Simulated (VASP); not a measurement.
## MgB2: single point with PBEsol

The system is MgB2.

```xyz
3
Lattice="3.0386 0.0000 0.0000 -1.5193 2.6315 0.0000 0.0000 0.0000 3.4432" Properties=species:S:1:pos:R:3 pbc="T T T"
Mg    0.0000    0.0000    0.0000
B     0.0000    1.7543    1.7216
B     1.5193    0.8772    1.7216
```

| Quantity | Value |
| --- | --- |
| Program | VASP 6.6.1 |
| Task | single point |
| Functional | PBEsol |
| Potentials or basis | VASP PAW PBE potentials, release 64 (Mg, B) |
| Cutoff | 520 eV |
| k mesh | 24 × 24 × 18 |
| Occupations | gaussian, width 0.1 eV |
| Spin | no spin polarisation |

The pressure is 5.0 GPa and the band gap on the k mesh is zero (bands 4 and 5 overlap by 4.02 eV).

Stress tensor (GPa, compression positive):
```
5.13 0.00 0.00
0.00 5.13 0.00
0.00 0.00 4.89
```

Levels at points of the mesh, in eV from the Fermi level:
| k point | band 2 | band 3 | band 4 | band 5 | band 6 | band 7 |
| --- | --- | --- | --- | --- | --- | --- |
| (0.00, 0.00, 0.00) | -2.94 | 0.40 | 0.40 | 1.90 | 6.45 | 6.45 |
| (0.50, 0.00, 0.00) | -8.04 | -2.24 | 0.27 | 3.27 | 3.93 | 5.69 |
| (0.00, 0.00, 0.50) | -7.66 | 0.82 | 0.82 | 6.77 | 6.77 | 8.20 |
| (0.50, 0.00, 0.50) | -7.07 | -3.70 | -1.93 | -1.34 | 6.01 | 9.19 |

It took 81 s on 1 thread of AMD EPYC 9R45 (Zen 5), with other jobs on the host, peak memory 0.27 GiB.

Caveat: the cell stands under pressure; the PAW data sets were made with another functional, which shifts forces and pressure a little.
